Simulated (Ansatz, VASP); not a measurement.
## Two plane-wave programs on Ge

```xyz
4
Lattice="4.0227 0.0000 0.0000 -2.0113 3.4838 0.0000 0.0000 0.0000 18.8685" Properties=species:S:1:pos:R:3 pbc="T T T"
Ge    0.0000    2.3225    5.1843
Ge    2.0113    1.1613    4.5000
Ge   -1.3409    3.0967    9.3685
Ge    0.6704    1.9354    8.6843
```

Alike in both runs: task single point; functional PBE; dispersion D3(BJ); k mesh 9 × 9 × 1; occupations gaussian, width 0.1 eV; no spin polarisation.

```csv
,VASP,Ansatz
version,VASP 6.6.1,Ansatz 0.2.0
potentials or method,"VASP PAW PBE potentials, release 64 (Ge_d), cutoff 520 eV","scalar-relativistic, plane waves, PAW"
valence electrons in the cell,56,56
```

|  | VASP | Ansatz | Ansatz less VASP |
| --- | --- | --- | --- |
| gap on the k mesh at the Fermi level (eV) | 0.30 | 0.30 | 0.000 |
| least direct gap on the mesh (eV) | 0.30 | 0.30 | 0.000 |
| rms of the force components (eV/Å) | 0.151 | 0.151 | -0.0004 |

Atom by atom the forces differ by 0.001 eV/Å (rms over components).
